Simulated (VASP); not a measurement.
Input of a VASP 6.6.1 run:

The input INCAR:

```
SYSTEM = Y3F
  ALGO = Normal
  EDIFF = 1E-6
  ENCUT = 520
  GGA = PE
  ISIF = 2
  ISMEAR = 0
  LASPH = .TRUE.
  LCHARG = .FALSE.
  LREAL = .FALSE.
  LWAVE = .FALSE.
  NBANDS = 28
  NELM = 60
  PREC = Accurate
  SIGMA = 0.1
```

The input KPOINTS:

```
k-points
0
G
  8 8 14
  0 0 0
```

File POSCAR:

```
Y3F
1.0
    5.6144073193      0.0000000000      0.0000000000
    0.0000000000      5.6144073193      0.0000000000
    0.0000000000      0.0000000000      3.4800562450
Y F
3 1
Direct
    0.0000000000      0.5000000000      0.5000000000
    0.5000000000      0.0000000000      0.5000000000
    0.5000000000      0.5000000000      0.0000000000
    0.0000000000      0.0000000000      0.0000000000
```

Potentials or basis: VASP PAW PBE potentials, release 64 (Y_sv, F).

Launch:

```console
$ cat potpaw_PBE.64/Y_sv/POTCAR potpaw_PBE.64/F/POTCAR > POTCAR
$ mpirun -np 1 vasp_std > vasp.out
```

Problem. What does it give for the band gap on the k mesh?

Solution. Zero (bands 20 and 21 overlap by 0.88 eV).

Problem. What does it give for the pressure?

Solution. -0.2 GPa.
